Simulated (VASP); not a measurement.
Write the native input for VASP 6.6.1 that does the following.

```
Task                   : single point
Functional             : r2SCAN
Potentials or basis    : VASP PAW PBE potentials, release 64 (Pb_d, S)
Cutoff                 : 520 eV
k mesh                 : 8 × 8 × 8
Occupations            : gaussian, width 0.01 eV
Spin                   : no spin polarisation
Dipole correction      : no
Further INCAR settings : ALGO = Normal; EDIFF = 1e-06; NBANDS = 17
```

PbS:

```xyz
2
Lattice="2.1005 1.2127 3.4302 -2.1005 1.2127 3.4302 0.0000 -2.4255 3.4302" Properties=species:S:1:pos:R:3 pbc="T T T"
Pb    0.0000    0.0000   10.0657
S     0.0000    0.0000    4.9133
```

These files were run (other wordings do the same):

POSCAR

```
PbS
1.0
    2.1005109211      1.2127305457      3.4301899190
   -2.1005109211      1.2127305457      3.4301899190
    0.0000000000     -2.4254610915      3.4301899190
Pb S
1 1
Direct
    0.9781436725      0.9781436725      0.9781436725
    0.4774576575      0.4774576575      0.4774576575
```

INCAR.step1

```
ALGO = Normal ; EDIFF = 1E-4
ENCUT = 520 ; GGA = PE
ISMEAR = 0 ; LASPH = T
LCHARG = F ; LREAL = F
LWAVE = T ; NBANDS = 17
NELM = 80 ; PREC = Accurate
SIGMA = 0.01
```

INCAR.step2

```
ALGO = Normal ; EDIFF = 1E-6
ENCUT = 520 ; ISIF = 2
ISMEAR = 0 ; ISTART = 1
LASPH = T ; LCHARG = T
LELF = T ; LMIXTAU = T
LREAL = F ; LVHAR = T
LWAVE = F ; METAGGA = R2SCAN
NBANDS = 17 ; NELM = 80
PREC = Accurate ; SIGMA = 0.01
```

KPOINTS

```
k-points
0
Gamma
  8 8 8
```

Potentials or basis: VASP PAW PBE potentials, release 64 (Pb_d, S).

Run with:

```sh
$ cat potpaw_PBE.64/Pb_d/POTCAR potpaw_PBE.64/S/POTCAR > POTCAR
$ cp INCAR.step1 INCAR
$ mpirun -np 1 vasp_std > vasp.out
$ cp INCAR.step2 INCAR
$ mpirun -np 1 vasp_std > vasp.out
```

Results of the run:

```yaml
Pressure: 1.0 GPa
Band_gap_on_the_k_mesh: 0.64 eV
```

Caveat: the PAW data sets were made with another functional, which shifts forces and pressure a little; spin-orbit coupling is left out, which moves the levels of the heavy elements.

Run time: 2.8 min on 1 thread of Intel(R) Xeon(R) Platinum 8259CL CPU @ 2.50GHz (Skylake/Cascade Lake) (shared host), peak memory 0.22 GiB.
